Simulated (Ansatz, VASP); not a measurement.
## One calculation of NaH4, two programs

```
Na H
1.0
     2.87599    0.00000    0.00000
     0.00000    3.23703    2.78553
     0.00000   -3.23703    2.78553
Na H
1 4
Cartesian
  1.4380 0.0000 3.7547
  1.4380 0.6141 1.4148
  1.4380 -0.6141 1.4148
  0.0000 -1.5013 2.0595
  0.0000 1.5013 2.0595
```

Alike in both runs: task relaxation of cell and atoms; functional PBE; k mesh 6 × 4 × 4; occupations gaussian, width 0.1 eV; no spin polarisation.

```csv
,VASP,Ansatz
version,VASP 6.6.1,Ansatz 0.2.0
potentials or method,"VASP PAW PBE potentials, release 64 (Na_pv, H), cutoff 600 eV","scalar-relativistic, plane waves, PAW"
valence electrons in the cell,11,13
```

|  | VASP | Ansatz | Ansatz less VASP |
| --- | --- | --- | --- |
| gap on the k mesh at the Fermi level, each at its own relaxed structure (eV) | none | none | - |
| relaxed volume (Å³/atom) | 9.55 | 9.27 | -0.272 |
| relaxed length of the cell vector where the two differ most in proportion (Å) | 3.274 | 3.214 | -0.0603 |

A gap of «none» marks a metal or a gap that the smearing closes. VASP's potentials hold 11 valence electrons a cell and Ansatz's 13, so a difference there can come from the potentials and not from the codes.

The k mesh is coarse, so the values compare programs but aren't converged.
